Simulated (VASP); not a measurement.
Write the native input for VASP 6.6.1 that does the following.

| Quantity | Value |
| --- | --- |
| Task | single point |
| Functional | HSE06 |
| Potentials or basis | VASP PAW PBE potentials, release 64 (Te, Pt) |
| Cutoff | 400 eV |
| k mesh | 6 × 6 × 2 |
| Occupations | fermi-dirac, width 0.02 eV |
| Spin | no spin polarisation |
| Dipole correction | no |
| Grid for exact exchange (PRECFOCK) | Normal |
| Further INCAR settings | ALGO = Normal; EDIFF = 1e-06; NBANDS = 18 |
| Share of exact exchange | 0.25 |
| Screening parameter | 0.2079 1/Å |

Crystal: Te2Pt.

```xyz
3
Lattice="4.0382 0.0000 0.0000 -2.0191 3.4972 0.0000 0.0000 0.0000 5.3109" Properties=species:S:1:pos:R:3 pbc="T T T"
Te    0.0000    2.3314    1.3641
Te    2.0191    1.1657    3.9468
Pt    0.0000    0.0000    0.0000
```

One way to write it, as run:

POSCAR

```
Te2Pt
1.0
    4.0381735142      0.0000000000      0.0000000000
   -2.0190867571      3.4971608482      0.0000000000
    0.0000000000      0.0000000000      5.3109405872
Te Pt
2 1
Direct
    0.3333333333      0.6666666667      0.2568471026
    0.6666666667      0.3333333333      0.7431528974
    0.0000000000      0.0000000000      0.0000000000
```

INCAR.step1

```
SYSTEM = Te2Pt
ALGO = Normal ; EDIFF = 1E-5
ENCUT = 400 ; GGA = PE
GGA_COMPAT = .FALSE. ; ISIF = 2
ISMEAR = -1 ; LASPH = .TRUE.
LCHARG = .FALSE. ; LREAL = .FALSE.
LWAVE = .TRUE. ; NBANDS = 18
NELM = 120 ; PREC = Accurate
SIGMA = 0.02
```

INCAR.step2

```
SYSTEM = Te2Pt
ALGO = Normal ; EDIFF = 1E-6
ENCUT = 400 ; GGA = PE
GGA_COMPAT = .FALSE. ; HFSCREEN = 0.2079
ISIF = 2 ; ISMEAR = -1
ISTART = 1 ; LASPH = .TRUE.
LCHARG = .FALSE. ; LHFCALC = .TRUE.
LREAL = .FALSE. ; LWAVE = .FALSE.
NBANDS = 18 ; NELM = 120
PREC = Accurate ; PRECFOCK = Normal
SIGMA = 0.02
```

KPOINTS

```
k-points
0
G
  6 6 2
  0 0 0
```

Potentials or basis: VASP PAW PBE potentials, release 64 (Te, Pt).

Command:

```sh
$ cat potpaw_PBE.64/Te/POTCAR potpaw_PBE.64/Pt/POTCAR > POTCAR
$ cp INCAR.step1 INCAR
$ mpirun -np 1 vasp_std > vasp.out
$ cp INCAR.step2 INCAR
$ mpirun -np 1 vasp_std > vasp.out
```

Results of the run:

```yaml
Pressure: -0.9 GPa
Largest_force: 0.318 eV/Å
Band_gap_on_the_k_mesh: zero (bands 11 and 12 overlap by 1.34 eV)
```

Caveat: the k points lie up to 0.59 Å⁻¹ apart, too coarse for converged energies and pressures of a metal; the PAW data sets were made with another functional, which shifts forces and pressure a little; spin-orbit coupling is left out, which moves the levels of the heavy elements.

Wall time 24 min on 1 thread of Intel(R) Xeon(R) Platinum 8375C CPU @ 2.90GHz (Ice Lake), on a shared host, peak memory 0.28 GiB.
